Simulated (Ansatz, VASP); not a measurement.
# One calculation of RhO, two programs

```
Rh O
1.0
     2.53410    0.00000    0.00000
     0.00000    2.53410    0.00000
     0.00000    0.00000    3.32148
Rh O
1 1
Direct
  0.50000 0.50000 0.50000
  0.00000 0.00000 0.00000
```

Alike in both runs: task relaxation of cell and atoms; functional PBE; k mesh 22 × 22 × 16; occupations gaussian, width 0.1 eV; no spin polarisation.

|  | VASP | Ansatz |
| --- | --- | --- |
| version | VASP 6.6.1 | Ansatz 0.2.0 |
| potentials or method | VASP PAW PBE potentials, release 64 (Rh_pv, O), cutoff 600 eV | scalar-relativistic, plane waves, PAW |
| valence electrons in the cell | 21 | 23 |

```csv
,VASP,Ansatz,Ansatz less VASP
"gap on the k mesh at the Fermi level, each at its own relaxed structure (eV)",none,none,-
relaxed volume (Å³/atom),10.51,10.51,+0.003
relaxed length of the cell vector where the two differ most in proportion (Å),2.760,2.760,+0.0007
```

A gap of «none» marks a metal or a gap that the smearing closes. VASP's potentials hold 21 valence electrons a cell and Ansatz's 23, so a difference there can come from the potentials and not from the codes.
